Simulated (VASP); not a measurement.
Au:

```
Au
1.0
     2.90000    0.00000    0.00000
    -1.45000    2.51147    0.00000
     0.00000    0.00000    4.88000
Au
2
Direct
  0.33333 0.66667 0.75000
  0.66667 0.33333 0.25000
```

This isn't the form of Au at room conditions, which is fcc.

Base run:

| Property | Result |
| --- | --- |
| Program | VASP 6.6.1 |
| Functional | LDA |
| Potentials or basis | VASP PAW LDA potentials, release 64 (Au_sv_GW) |
| Cutoff | 400 eV |
| k mesh | 18 × 18 × 10 |
| Occupations | fermi-dirac, width 0.05 eV |
| Spin | no spin polarisation |

Its results: band gap on the k mesh zero (bands 19 and 20 overlap by 6.65 eV); pressure -14.1 GPa.

The run is repeated on the same cell with these changes: functional from LDA to PBEsol; potentials or basis from VASP PAW LDA potentials, release 64 (Au_sv_GW) to VASP PAW PBE potentials, release 64 (Au_sv_GW). What comes out?

Band gap on the k mesh zero (bands 19 and 20 overlap by 6.64 eV); pressure -10.3 GPa.

Caveats: the cell stands under tension; spin-orbit coupling is left out, which moves the levels of the heavy elements; the PAW data sets were made with another functional, which shifts forces and pressure a little (at least some runs).
